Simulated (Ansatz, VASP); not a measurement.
## One calculation of Ag, two programs

Contents of INCAR:

```
SYSTEM = Ag
PREC = Accurate
ENCUT = 520
EDIFF = 1E-6
ISMEAR = 0
SIGMA = 0.15
LREAL = .FALSE.
LASPH = .TRUE.
NELM = 100
ALGO = Fast
ISIF = 2
LWAVE = .FALSE.
LCHARG = .FALSE.
GGA = PS
NBANDS = 42
```

The input KPOINTS:

```
regular mesh
0
G
  24 24 5
  0 0 0
```

Contents of POSCAR:

```
Ag
1.0
   -2.8670626753      0.0000000000      0.0000000000
   -1.4335313377     -2.4829491111      0.0000000000
    0.0000000000      0.0000000000     14.5721448197
Ag
6
Direct
    0.3333333333      0.3333333333      0.7242498760
    0.3333333333      0.3333333333      0.0804579020
    0.3333333333      0.3333333333      0.4023538890
    0.6666666667      0.6666666667      0.8851978695
    0.6666666667      0.6666666667      0.2414058955
    0.6666666667      0.6666666667      0.5633018825
```

Input for Ansatz:

```yaml
crystal:
  lattice:
    - [-2.8670626753, 0.0, 0.0]
    - [-1.4335313377, -2.4829491111, 0.0]
    - [0.0, 0.0, 14.5721448197]
  atoms:
    - { symbol: Ag, position: [0.3333333333, 0.3333333333, 0.724249876] }
    - { symbol: Ag, position: [0.3333333333, 0.3333333333, 0.080457902] }
    - { symbol: Ag, position: [0.3333333333, 0.3333333333, 0.402353889] }
    - { symbol: Ag, position: [0.6666666667, 0.6666666667, 0.8851978695] }
    - { symbol: Ag, position: [0.6666666667, 0.6666666667, 0.2414058955] }
    - { symbol: Ag, position: [0.6666666667, 0.6666666667, 0.5633018825] }
basis:
  ecutwfc: 420
kpoints:
  mp_grid: { grid: [24, 24, 5] }
hamiltonian:
  xc: pbesol
scf:
  occupations: { method: gaussian, width: 0.15 }
output:
  forces: true
  stress: true
  eigenvalues: true
```

Alike in both runs: task single point; functional PBEsol; k mesh 24 × 24 × 5; occupations gaussian, width 0.15 eV; no spin polarisation.

```csv
,VASP,Ansatz
version,VASP 6.6.1,Ansatz 0.2.0
potentials or method,"VASP PAW PBE potentials, release 64 (Ag), cutoff 520 eV","scalar-relativistic, plane waves, PAW"
valence electrons in the cell,66,114
```

```tsv
	VASP	Ansatz	Ansatz less VASP
gap on the k mesh at the Fermi level (eV)	none	none	-
pressure (GPa)	-2.3	-2.1	+0.19
traceless stress, the component that is largest in VASP (GPa)	-0.91	-0.92	-0.005
rms of the force components (eV/Å)	0.194	0.197	+0.0032
```

VASP's potentials were made for PBE, not for PBEsol. Atom by atom the forces differ by 0.003 eV/Å (rms over components). A gap of «none» marks a metal or a gap that the smearing closes. VASP's potentials hold 66 valence electrons a cell and Ansatz's 114, so a difference there can come from the potentials and not from the codes.
